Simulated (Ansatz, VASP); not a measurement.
## FePt in VASP and in Ansatz

Contents of INCAR:

```
SYSTEM = FePt
PREC = Accurate ; ENCUT = 520
EDIFF = 1E-6 ; ISMEAR = -1
SIGMA = 0.05 ; LREAL = .False.
LASPH = .True. ; NELM = 150
ALGO = Normal ; ISIF = 2
LWAVE = .False. ; LCHARG = .False.
ISPIN = 2 ; MAGMOM = 0 3.8
LORBIT = 11 ; NUPDOWN = 3.8
LMAXMIX = 4 ; GGA = PE
NBANDS = 20
```

KPOINTS

```
regular mesh
0
Gamma
  8 8 6
  0 0 0
```

The input POSCAR:

```
FePt
1.0
    2.7235000000      0.0000000000      0.0000000000
    0.0000000000      2.7235000000      0.0000000000
    0.0000000000      0.0000000000      3.7200000000
Pt Fe
1 1
Direct
    0.5000000000      0.5000000000      0.5000000000
    0.0000000000      0.0000000000      0.0000000000
```

input.yaml

```yaml
crystal:
  lattice:
    - [2.7235, 0.0, 0.0]
    - [0.0, 2.7235, 0.0]
    - [0.0, 0.0, 3.72]
  atoms:
    - { symbol: Pt, position: [0.5, 0.5, 0.5] }
    - { symbol: Fe, position: [0.0, 0.0, 0.0], spin: 3.8 }
hamiltonian:
  xc: pbe
  pseudopotentials: { kind: paw }
magnetization:
  spin_polarized: true
  initial_magnetization: 3.8
  spin_locking: { lock_magnetization: hard }
kpoints:
  mp_grid: { grid: [8, 8, 6] }
scf:
  occupations: { method: fermi_dirac, width: 0.05 }
  lower_state_search: "off"
output:
  forces: true
  stress: true
  eigenvalues: true
```

Alike in both runs: task single point; functional PBE; k mesh 8 × 8 × 6; occupations fermi-dirac, width 0.05 eV; collinear spin; fixed moment 3.8 μB.

|  | VASP | Ansatz |
| --- | --- | --- |
| version | VASP 6.6.1 | Ansatz 0.2.0 |
| potentials or method | VASP PAW PBE potentials, release 64 (Pt, Fe) | Ansatz PAW |
| plane-wave cutoff (eV) | 520 | 420 |
| valence electrons in the cell | 18 | 34 |

|  | VASP | Ansatz | Ansatz less VASP |
| --- | --- | --- | --- |
| pressure (GPa) | 7.8 | 8.3 | +0.54 |
| traceless stress, the component that is largest in VASP (GPa) | -2.19 | -2.23 | -0.044 |
| net moment per atom (μB) | 1.90 | 1.90 | 0.000 |
| size of the moment on the site where the two differ most (μB) | 3.21 | 3.24 | +0.031 |

Site moments also hang on the region over which each program counts them. VASP's potentials hold 18 valence electrons a cell and Ansatz's 34, so a difference there can come from the potentials and not from the codes.

Spin-orbit coupling is off throughout.
